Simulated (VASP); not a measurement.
A run of VASP 6.6.1 is set up as follows.

INCAR

```
PREC = Accurate ; ENCUT = 520
EDIFF = 1E-7 ; ISMEAR = -1
SIGMA = 0.05 ; LREAL = False
LASPH = True ; NELM = 100
ALGO = Normal ; ISIF = 2
LWAVE = False ; LCHARG = False
NBANDS = 17
```

File KPOINTS:

```
regular mesh
0
Gamma
  11 11 11
```

File POSCAR:

```
Hf
1.0
    0.0000000000      3.1114920633      3.1114920633
    3.1114920633      0.0000000000      3.1114920633
    3.1114920633      3.1114920633      0.0000000000
Hf
2
Direct
   -0.1250000000     -0.1250000000     -0.1250000000
    0.1250000000      0.1250000000      0.1250000000
```

Potentials or basis: VASP PAW LDA potentials, release 64 (Hf_pv).

Launch:

```sh
$ cat potpaw_LDA.64/Hf_pv/POTCAR > POTCAR
$ mpirun -np 1 vasp_std > vasp.out
```

**Question.** Predict the pressure.

**Answer.** -0.3 GPa.

**Question.** Estimate the band gap on the k mesh.

**Answer.** Zero (band 10 reaches 2.46 eV, above the bottom of band 11 at 1.85 eV).

Caveat: spin-orbit coupling is left out, which moves the levels of the heavy elements.
